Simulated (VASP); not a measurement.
# W (I4/mmm) in VASP: further runs

W is run at these levels: PBEsol; tasks: single point.

Everything below comes from runs of VASP 6.6.1. Logs are shortened: lines on timing, memory, paths and dates and some standing lists are left out, and cuts for length are marked.

### 1 The cell of the first run

The structure is tetragonal, space group I4/mmm (No. 139). The conventional cell has a = 2.827 Å, b = 2.827 Å, c = 4.398 Å, α = 90.00°, β = 90.00°, γ = 90.00°. Within 3.7 Å of W (site symmetry 4/mmm) lie 12 W at 2.83 to 2.97 Å.

### 2 Single point, PBEsol (engineering shear strain xz +0.0000, normal strain along z +0.1000)

The input, INCAR:

```
PREC = Accurate
ENCUT = 500
EDIFF = 1E-6
ISMEAR = 0
SIGMA = 0.15
LREAL = F
LASPH = T
NELM = 120
ALGO = Normal
ISIF = 2
LWAVE = F
LCHARG = F
GGA = PS
NBANDS = 13
GGA_COMPAT = F
```

The input, KPOINTS:

```
regular mesh
0
Gamma
  20 20 20
```

The input, POSCAR:

```
W
1.0
    0.0000000000      1.9991269217      2.1990396139
    1.9991269217      0.0000000000      2.1990396139
    1.9991269217      1.9991269217      0.0000000000
W
1
Direct
    0.0000000000      0.0000000000      0.0000000000
```

Potentials or basis: VASP PAW PBE potentials, release 64 (W_sv).

On the command line:

```sh
$ cat potpaw_PBE.64/W_sv/POTCAR > POTCAR
$ mpirun -np 1 vasp_std > vasp.out
```

OUTCAR:

```text
PREC = Accurate
   ENCUT = 500
   EDIFF = 1E-6
   ISMEAR = 0
   LREAL = F
   LASPH = T
   NELM = 120
   ISIF = 2
   GGA = PS

 ion  position               nearest neighbor table
   1  0.000  0.000  0.000-

  LATTYP: Found a body centered tetragonal cell.
 ALAT       =     2.8271924056
 C/A-ratio  =     1.5556349186

  Lattice vectors:

 A1 = (  -1.9991269217,   0.0000000000,   2.1990396139)
 A2 = (   1.9991269217,   0.0000000000,   2.1990396139)
 A3 = (   0.0000000000,   1.9991269217,  -2.1990396139)

Analysis of symmetry for initial positions (statically):
=====================================================================
 Subroutine PRICEL returns:
 Original cell was already a primitive cell.

 Routine SETGRP: Setting up the symmetry group for a
 body centered tetragonal supercell.

 Subroutine GETGRP returns: Found 16 space group operations
 (whereof 16 operations were pure point group operations)
 out of a pool of 16 trial point group operations.

The static configuration has the point symmetry D_4h.

Analysis of symmetry for dynamics (positions and initial velocities):
=====================================================================
 Subroutine PRICEL returns:
 Original cell was already a primitive cell.

 Routine SETGRP: Setting up the symmetry group for a
 body centered tetragonal supercell.

 Subroutine GETGRP returns: Found 16 space group operations
 (whereof 16 operations were pure point group operations)
 out of a pool of 16 trial point group operations.

The dynamic configuration has the point symmetry D_4h.

 Subroutine INISYM returns: Found 16 space group operations
 (whereof 16 operations are pure point group operations),
 and found     1 'primitive' translations

----------------------------------------------------------------------------------------

                                     Primitive cell

  volume of cell :      17.5770

  direct lattice vectors                    reciprocal lattice vectors
     0.000000000  1.999126922  2.199039614    -0.250109182  0.250109182  0.227371984
     1.999126922  0.000000000  2.199039614     0.250109182 -0.250109182  0.227371984
     1.999126922  1.999126922  0.000000000     0.250109182  0.250109182 -0.227371984

  length of vectors
     2.971915825  2.971915825  2.827192406     0.420484513  0.420484513  0.420484513
[... 84 lines left out ...]
   NFREE  =      0    steps in history (QN), initial steepest desc. (CG)
   ISIF   =      2    stress and relaxation
   ISYM   =      2    0-nonsym 1-usesym 2-fastsym
   POTIM  = 0.5000    time-step for ionic-motion
   TEBEG  =    0.0;   TEEND  =   0.0 temperature during run
   PSTRESS=    0.0 pullay stress
   NELECT =      14.0000    total number of electrons
   NUPDOWN=      -1.0000    fix difference up-down
   EMIN   =  10.00;   EMAX   =-10.00  energy-range for DOS
   EFERMI =   0.00;   METHOD = LEGACY
   ISMEAR =     0;   SIGMA  =   0.15  broadening in eV -4-tet -1-fermi 0-gaus
   EFERMI_NEDOS =   21; number of points for ismear=-14 and -15
   IALGO  =     38    algorithm
   IMIX   =      4    mixing-type and parameters
     AMIX     =   0.40;   BMIX     =  1.00
     AMIX_MAG =   1.60;   BMIX_MAG =  1.00
  volume/ion in A,a.u.               =      17.58       118.62
  Fermi-wavevector in a.u.,A,eV,Ry     =   1.517526  2.867709 31.332670  2.302886
  Thomas-Fermi vector in A             =   2.626770
   LORBIT       =      0    0 simple, 1 ext, 2 COOP (PROOUT), +10 PAW based schemes
   GGA     = PS    functional components
   LHFCALC =     F    Hartree Fock is set to
   AEXX    =    0.0000 exact exchange contribution
   IVDW    =     0    specifies the selected vdW correction
   LEPSILON=     F    determine dielectric tensor
   LRPA    =     F    only Hartree local field effects (RPA)
 non-spin polarized calculation
 Gauss-broadening in eV      SIGMA  =   0.15
  energy-cutoff  :      500.00
  volume of cell :       17.58
 maximum number of plane-waves:       460
 NGX is ok and might be reduce to    24
   NGX = 11   NGY = 11   NGZ = 11

 number of electron      13.9999999 magnetization

 Free energy of the ion-electron system (eV)
  ---------------------------------------------------
  ext. energy  EPLUGINS =         0.00000000
  ---------------------------------------------------
  free energy    TOTEN  =       -13.25179936 eV

  energy without entropy =      -13.23932198  energy(sigma->0) =      -13.24556067

 E-fermi :   9.5740     XC(G=0): -13.1777

 val. band max:        9.5734684422   @ k =  -0.3000  -0.0000   0.1000
 cond. band min:       9.5741437455   @ k =  -0.3500   0.0000   0.0500
 fundamental gap:      0.0006753032
 Fermi energy:         9.5740089577

 k-point     1 :       0.0000    0.0000    0.0000
  band No.  band energies     occupation
      1     -64.3912      2.00000
      2     -28.1459      2.00000
      3     -28.0570      2.00000
      4     -28.0570      2.00000
      5       0.7671      2.00000
      6       8.1481      2.00000
      7       9.3836      1.92741
      8       9.3836      1.92741
      9      10.7521      0.00000
     10      12.5639      0.00000
     11      22.2737      0.00000
     12      25.2919      0.00000
     13      27.9465      0.00000
[... 354 lines left out ...]
  band No.  band energies     occupation
      1     -64.3227      2.00000
      2     -28.8744      2.00000
      3     -28.2905      2.00000
      4     -28.1033      2.00000
      5       4.0554      2.00000
      6       8.2225      2.00000
      7       8.6129      2.00000
      8       9.6401      0.53311
      9      12.6815      0.00000
     10      13.6461      0.00000
     11      20.2835      0.00000
     12      23.2785      0.00000
     13      28.2962      0.00000

 [... further k-points ...]

------------------------ aborting loop because EDIFF is reached ----------------------------------------

  FORCE on cell =-STRESS in cart. coord.  units (eV):
  Direction    XX          YY          ZZ          XY          YZ          ZX
  --------------------------------------------------------------------------------------
  -------------------------------------------------------------------------------------
  Total       -2.9996558     -2.9996558     -1.7305016      0.0000000     -0.0000000      0.0000000
  in kB     -273.4250005   -273.4250005   -157.7388989      0.0000000     -0.0000000      0.0000000
  external PRESSURE =    -234.8629666 kB  Pullay stress =       0.0000000 kB

 VOLUME and BASIS-vectors are now :
 -----------------------------------------------------------------------------
  energy-cutoff  :      500.00
  volume of cell :       17.58
      direct lattice vectors                 reciprocal lattice vectors
     0.000000000  1.999126922  2.199039614    -0.250109182  0.250109182  0.227371984
     1.999126922  0.000000000  2.199039614     0.250109182 -0.250109182  0.227371984
     1.999126922  1.999126922  0.000000000     0.250109182  0.250109182 -0.227371984

 POSITION                                       TOTAL-FORCE (eV/Angst)
 -----------------------------------------------------------------------------------
      0.00000      0.00000      0.00000        -0.000000      0.000000      0.000000
 -----------------------------------------------------------------------------------
    total drift:                               -0.000000      0.000000      0.000000

  FREE ENERGIE OF THE ION-ELECTRON SYSTEM (eV)
  ---------------------------------------------------
  free  energy   TOTEN  =       -13.2517993570 eV

  energy  without entropy=      -13.2393219846  energy(sigma->0) =      -13.24556067
```

stdout:

```text
POSCAR found type information on POSCAR W
 POSCAR found :  1 types and       1 ions
 scaLAPACK will be used
 -----------------------------------------------------------------------------
|                                                                             |
|                                                                             |
|     You enforced a specific xc type in the INCAR file but a different       |
|     I HOPE YOU KNOW WHAT YOU ARE DOING!                                     |
|                                                                             |
 -----------------------------------------------------------------------------

 LDA part: xc-table for (Slater+PW92), standard interpolation
 POSCAR, INCAR and KPOINTS ok, starting setup
 FFT: planning ... GRIDC
 FFT: planning ... GRID_SOFT
 FFT: planning ... GRID
 WAVECAR not read
 entering main loop
```

Wall time 32 s (1 thread of Intel Xeon 6975P-C (Granite Rapids), shared host); peak memory 0.24 GiB.

What came out:

```yaml
Free_energy: -13.2518 eV
Pressure: -23.5 GPa
Band_gap_on_the_k_mesh: zero (bands 7 and 8 overlap by 3.65 eV)
```

Stress tensor (GPa, compression positive):
```
-27.34   0.00   0.00
  0.00 -27.34   0.00
  0.00   0.00 -15.77
```

Levels at points of the mesh, in eV from the Fermi level:
```
           k point  band 5  band 6  band 7  band 8  band 9  band 10
(0.00, 0.00, 0.00)   -8.81   -1.43   -0.19   -0.19    1.18     2.99
(0.50, 0.00, 0.00)   -5.41   -1.47   -0.20    0.33    4.07     4.66
(0.50, 0.50, 0.00)   -5.31   -4.16    1.43    4.51    4.96     4.96
(0.50, 0.00, 0.50)   -5.16   -4.27    3.17    4.10    4.30     5.79
```

Caveat: the cell differs from its parent crystal (engineering shear strain xz +0.0000, normal strain along z +0.1000); the stress differs along the axes, from -27 to -16 GPa; the PAW data sets were made with another functional, which shifts forces and pressure a little; spin-orbit coupling is left out, which moves the levels of the heavy elements.

### 3 Single point, PBEsol (engineering shear strain xz +0.0000, normal strain along z +0.1500)

The input, INCAR:

```
  PREC = Accurate
  ENCUT = 500
  EDIFF = 1E-6
  ISMEAR = 0
  SIGMA = 0.15
  LREAL = False
  LASPH = True
  NELM = 120
  ALGO = Normal
  ISIF = 2
  LWAVE = False
  LCHARG = True
  GGA = PS
  LELF = True
  LVHAR = True
  NBANDS = 13
  GGA_COMPAT = False
```

KPOINTS is that of step 2.

The input, POSCAR:

```
W
1.0
    0.0000000000      1.9991269217      2.2989959600
    1.9991269217      0.0000000000      2.2989959600
    1.9991269217      1.9991269217      0.0000000000
W
1
Direct
    0.0000000000      0.0000000000      0.0000000000
```

Potentials or basis: VASP PAW PBE potentials, release 64 (W_sv).

On the command line:

```sh
$ cat potpaw_PBE.64/W_sv/POTCAR > POTCAR
$ mpirun -np 1 vasp_std > vasp.out
```

Run time: 33 s. Hardware: 1 thread of Intel Xeon 6975P-C (Granite Rapids), shared host; peak memory 0.25 GiB.

Results (log left out):

```yaml
Free_energy: -13.1464 eV
Pressure: -31.5 GPa
Band_gap_on_the_k_mesh: zero (bands 7 and 8 overlap by 3.59 eV)
```

Stress tensor (GPa, compression positive):
```
-34.08   0.00   0.00
  0.00 -34.08   0.00
  0.00   0.00 -26.41
```

Levels at points of the mesh, in eV from the Fermi level:
| k point | band 5 | band 6 | band 7 | band 8 | band 9 | band 10 |
| --- | --- | --- | --- | --- | --- | --- |
| (0.00, 0.00, 0.00) | -8.67 | -1.79 | -0.03 | -0.03 | 0.51 | 3.04 |
| (0.50, 0.00, 0.00) | -5.28 | -1.73 | -0.01 | 0.16 | 3.59 | 4.26 |
| (0.50, 0.50, 0.00) | -5.23 | -4.02 | 0.72 | 4.20 | 4.45 | 4.45 |
| (0.50, 0.00, 0.50) | -4.97 | -4.08 | 3.14 | 3.51 | 3.52 | 5.64 |

Caveat: the cell differs from its parent crystal (engineering shear strain xz +0.0000, normal strain along z +0.1500); the stress differs along the axes, from -34 to -26 GPa; the PAW data sets were made with another functional, which shifts forces and pressure a little; spin-orbit coupling is left out, which moves the levels of the heavy elements.

### 4 Single point, PBEsol (engineering shear strain xz +0.0000, normal strain along z -0.1500)

The input, INCAR:

```
SYSTEM = W
PREC = Accurate
ENCUT = 500
EDIFF = 1E-6
ISMEAR = 0
SIGMA = 0.15
LREAL = .False.
LASPH = .True.
NELM = 120
ALGO = Normal
ISIF = 2
LWAVE = .False.
LCHARG = .True.
GGA = PS
LELF = .True.
LVHAR = .True.
NBANDS = 13
GGA_COMPAT = .False.
```

The input, KPOINTS:

```
regular mesh
0
Gamma
  20 20 20
  0 0 0
```

The input, POSCAR:

```
W
1.0
    0.0000000000      1.9991269217      1.6992578834
    1.9991269217      0.0000000000      1.6992578834
    1.9991269217      1.9991269217      0.0000000000
W
1
Direct
    0.0000000000      0.0000000000      0.0000000000
```

On the command line:

```sh
$ cat potpaw_PBE.64/W_sv/POTCAR > POTCAR
$ mpirun -np 1 vasp_std > vasp.out
```

Wall time 34 s (1 thread of Intel Xeon 6975P-C (Granite Rapids), shared host); peak memory 0.22 GiB.

Results (log left out):

```
Free energy            : -13.0979 eV
Pressure               : 68.8 GPa
Band gap on the k mesh : zero (bands 7 and 8 overlap by 7.16 eV)
```

Stress tensor (GPa, compression positive):
```
83.56  0.00  0.00
 0.00 83.56  0.00
 0.00  0.00 39.37
```

Levels at points of the mesh, in eV from the Fermi level:
| k point | band 3 | band 4 | band 5 | band 6 | band 7 | band 8 | band 9 | band 10 | band 11 | band 12 |
| --- | --- | --- | --- | --- | --- | --- | --- | --- | --- | --- |
| (0.00, 0.00, 0.00) | -37.17 | -37.15 | -10.43 | -1.90 | -1.90 | 0.48 | 0.64 | 3.79 | 13.01 | 16.62 |
| (0.50, 0.00, 0.00) | -37.67 | -37.23 | -7.26 | -3.13 | 0.15 | 1.05 | 4.80 | 6.98 | 12.12 | 13.25 |
| (0.50, 0.50, 0.00) | -38.29 | -38.29 | -7.44 | -6.79 | 5.95 | 6.51 | 6.85 | 6.85 | 11.42 | 11.42 |
| (0.50, 0.00, 0.50) | -37.96 | -37.50 | -7.44 | -5.86 | 2.72 | 5.10 | 5.38 | 7.92 | 12.17 | 15.14 |

Caveat: the cell differs from its parent crystal (engineering shear strain xz +0.0000, normal strain along z -0.1500); the stress differs along the axes, from 39 to 84 GPa; the PAW data sets were made with another functional, which shifts forces and pressure a little; spin-orbit coupling is left out, which moves the levels of the heavy elements.

### 5 Single point, PBEsol (engineering shear strain xz +0.0000, normal strain along z -0.1000)

The input, INCAR:

```
SYSTEM = W
PREC = Accurate ; ENCUT = 500
EDIFF = 1E-6 ; ISMEAR = 0
SIGMA = 0.15 ; LREAL = .FALSE.
LASPH = .TRUE. ; NELM = 120
ALGO = Normal ; ISIF = 2
LWAVE = .FALSE. ; LCHARG = .FALSE.
GGA = PS ; NBANDS = 13
GGA_COMPAT = .FALSE.
```

The input, KPOINTS:

```
regular mesh
0
G
  20 20 20
  0 0 0
```

The input, POSCAR:

```
W
1.0
    0.0000000000      1.9991269217      1.7992142295
    1.9991269217      0.0000000000      1.7992142295
    1.9991269217      1.9991269217      0.0000000000
W
1
Direct
    0.0000000000      0.0000000000      0.0000000000
```

On the command line:

```sh
$ cat potpaw_PBE.64/W_sv/POTCAR > POTCAR
$ mpirun -np 1 vasp_std > vasp.out
```

Wall time 33 s (1 thread of Intel Xeon 6975P-C (Granite Rapids), shared host); peak memory 0.22 GiB.

The run converged. Its results:

```
Free energy            : -13.2406 eV
Pressure               : 40.3 GPa
Band gap on the k mesh : zero (bands 7 and 8 overlap by 6.15 eV)
```

Stress tensor (GPa, compression positive):
```
51.10  0.00  0.00
 0.00 51.10  0.00
 0.00  0.00 18.79
```

Levels at points of the mesh, in eV from the Fermi level:
| k point | band 5 | band 6 | band 7 | band 8 | band 9 | band 10 |
| --- | --- | --- | --- | --- | --- | --- |
| (0.00, 0.00, 0.00) | -9.95 | -1.44 | -1.44 | 0.07 | 1.48 | 3.61 |
| (0.50, 0.00, 0.00) | -6.66 | -2.23 | -0.30 | 0.92 | 5.07 | 6.34 |
| (0.50, 0.50, 0.00) | -6.75 | -5.95 | 5.27 | 5.66 | 6.63 | 6.63 |
| (0.50, 0.00, 0.50) | -6.78 | -5.47 | 2.91 | 5.39 | 5.68 | 7.36 |

Caveat: the cell differs from its parent crystal (engineering shear strain xz +0.0000, normal strain along z -0.1000); the stress differs along the axes, from 19 to 51 GPa; the PAW data sets were made with another functional, which shifts forces and pressure a little; spin-orbit coupling is left out, which moves the levels of the heavy elements.

### 6 Single point, PBEsol (engineering shear strain xz +0.0000, normal strain along z -0.0500)

The input, INCAR:

```
ALGO = Normal ; EDIFF = 1E-6
ENCUT = 500 ; GGA = PS
GGA_COMPAT = F ; ISIF = 2
ISMEAR = 0 ; LASPH = T
LCHARG = F ; LREAL = F
LWAVE = F ; NBANDS = 13
NELM = 120 ; PREC = Accurate
SIGMA = 0.15
```

The input, KPOINTS:

```
k-points
0
Gamma
  20 20 20
```

The input, POSCAR:

```
W
1.0
    0.0000000000      1.9991269217      1.8991705756
    1.9991269217      0.0000000000      1.8991705756
    1.9991269217      1.9991269217      0.0000000000
W
1
Direct
    0.0000000000      0.0000000000      0.0000000000
```

Potentials or basis: VASP PAW PBE potentials, release 64 (W_sv).

On the command line:

```sh
$ cat potpaw_PBE.64/W_sv/POTCAR > POTCAR
$ mpirun -np 1 vasp_std > vasp.out
```

It took 37 s on 1 thread of Intel Xeon 6975P-C (Granite Rapids), shared host; peak memory 0.22 GiB.

The run converged. Its results:

* Free energy: -13.2999 eV
* Pressure: 18.0 GPa
* Band gap on the k mesh: zero (bands 7 and 8 overlap by 4.89 eV)

Stress tensor (GPa, compression positive):
```
23.79  0.00  0.00
 0.00 23.79  0.00
 0.00  0.00  6.39
```

Levels at points of the mesh, in eV from the Fermi level:
| k point | band 3 | band 4 | band 5 | band 6 | band 7 | band 8 | band 9 | band 10 | band 11 | band 12 |
| --- | --- | --- | --- | --- | --- | --- | --- | --- | --- | --- |
| (0.00, 0.00, 0.00) | -37.10 | -37.06 | -9.49 | -0.97 | -0.97 | -0.25 | 2.17 | 3.22 | 12.88 | 17.80 |
| (0.50, 0.00, 0.00) | -37.35 | -37.22 | -6.13 | -1.44 | -0.57 | 0.85 | 5.25 | 5.79 | 11.45 | 12.47 |
| (0.50, 0.50, 0.00) | -37.72 | -37.72 | -6.13 | -5.23 | 4.20 | 5.45 | 6.38 | 6.38 | 11.83 | 11.83 |
| (0.50, 0.00, 0.50) | -37.63 | -37.52 | -6.17 | -5.04 | 3.11 | 5.44 | 5.91 | 6.75 | 12.15 | 13.13 |

Caveat: the cell differs from its parent crystal (engineering shear strain xz +0.0000, normal strain along z -0.0500); the stress differs along the axes, from 6 to 24 GPa; the PAW data sets were made with another functional, which shifts forces and pressure a little; spin-orbit coupling is left out, which moves the levels of the heavy elements.

### 7 The runs side by side

```csv
cell,gap on the mesh (eV),pressure (GPa)
"a = 2.972, b = 2.972, c = 2.827 Å, angles 61.6, 61.6, 56.8°, 1 atom",none,-23.5
"a = 3.047, b = 3.047, c = 2.827 Å, angles 62.4, 62.4, 55.3°, 1 atom",none,-31.5
"a = 2.624, b = 2.624, c = 2.827 Å, angles 57.4, 57.4, 65.2°, 1 atom",none,68.8
"a = 2.690, b = 2.690, c = 2.827 Å, angles 58.3, 58.3, 63.4°, 1 atom",none,40.3
"a = 2.757, b = 2.757, c = 2.827 Å, angles 59.2, 59.2, 61.7°, 1 atom",none,18.0
```

Alike in all rows: task single point; level PBEsol; potentials or basis VASP PAW PBE potentials, release 64 (W_sv); no spin polarisation; k mesh 20 × 20 × 20; cutoff (eV) 500; smearing gaussian 0.15 eV.

Caveats: the PAW data sets were made with another functional, which shifts forces and pressure a little; spin-orbit coupling is left out, which moves the levels of the heavy elements; the stress differs along the axes, from -27 to -16 GPa (at least some runs); the stress differs along the axes, from -34 to -26 GPa (at least some runs); the stress differs along the axes, from 39 to 84 GPa (at least some runs); the stress differs along the axes, from 19 to 51 GPa (at least some runs); the stress differs along the axes, from 6 to 24 GPa (at least some runs).

Absolute energies hang on the potentials; compare differences alone.
